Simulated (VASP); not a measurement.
Set up this calculation in VASP 6.6.1, as the native input.

```
Task                               : single point
Functional                         : HSE06
Potentials or basis                : VASP PAW PBE potentials, release 64 (Al, N)
Cutoff                             : 520 eV
k mesh                             : 6 × 6 × 4
Occupations                        : gaussian, width 0.01 eV
Spin                               : no spin polarisation
Dipole correction                  : no
Grid for exact exchange (PRECFOCK) : Normal
Further INCAR settings             : ALGO = Normal; EDIFF = 1e-06; NBANDS = 16
Share of exact exchange            : 0.25
Screening parameter                : 0.2079 1/Å
```

Crystal: AlN.

```
Al N
1.0
     3.10669    0.00000    0.00000
    -1.55335    2.69048    0.00000
     0.00000    0.00000    4.97859
Al N
2 2
Direct
  0.33333 0.66667 0.99920
  0.66667 0.33333 0.49920
  0.33333 0.66667 0.38080
  0.66667 0.33333 0.88080
```

One way to write it, as run:

POSCAR

```
AlN
1.0
    3.1066945025      0.0000000000      0.0000000000
   -1.5533472512      2.6904763609      0.0000000000
    0.0000000000      0.0000000000      4.9785885509
Al N
2 2
Direct
    0.3333333333      0.6666666667     -0.0007956041
    0.6666666667      0.3333333333      0.4992043959
    0.3333333333      0.6666666667      0.3807956041
    0.6666666667      0.3333333333      0.8807956041
```

INCAR.step1

```
ALGO = Normal
EDIFF = 1E-5
ENCUT = 520
GGA = PE
ISIF = 2
ISMEAR = 0
LASPH = T
LCHARG = F
LREAL = F
LWAVE = T
NBANDS = 16
NELM = 60
PREC = Accurate
SIGMA = 0.01
```

INCAR.step2

```
ALGO = Normal
EDIFF = 1E-6
ENCUT = 520
GGA = PE
HFSCREEN = 0.2079
ISIF = 2
ISMEAR = 0
ISTART = 1
LASPH = T
LCHARG = F
LHFCALC = T
LREAL = F
LWAVE = F
NBANDS = 16
NELM = 60
PREC = Accurate
PRECFOCK = Normal
SIGMA = 0.01
```

KPOINTS

```
k-points
0
Gamma
  6 6 4
```

Potentials or basis: VASP PAW PBE potentials, release 64 (Al, N).

Launch:

```sh
$ cat potpaw_PBE.64/Al/POTCAR potpaw_PBE.64/N/POTCAR > POTCAR
$ cp INCAR.step1 INCAR
$ mpirun -np 1 vasp_std > vasp.out
$ cp INCAR.step2 INCAR
$ mpirun -np 1 vasp_std > vasp.out
```

It gave:

The pressure is -0.8 GPa, the largest force is 0.008 eV/Å and the band gap on the k mesh is 5.59 eV.

Caveat: the PAW data sets were made with another functional, which shifts forces and pressure a little.

It took 28 min on 1 thread of Intel(R) Xeon(R) Platinum 8259CL CPU @ 2.50GHz (Skylake/Cascade Lake), with other jobs on the host, peak memory 0.26 GiB.
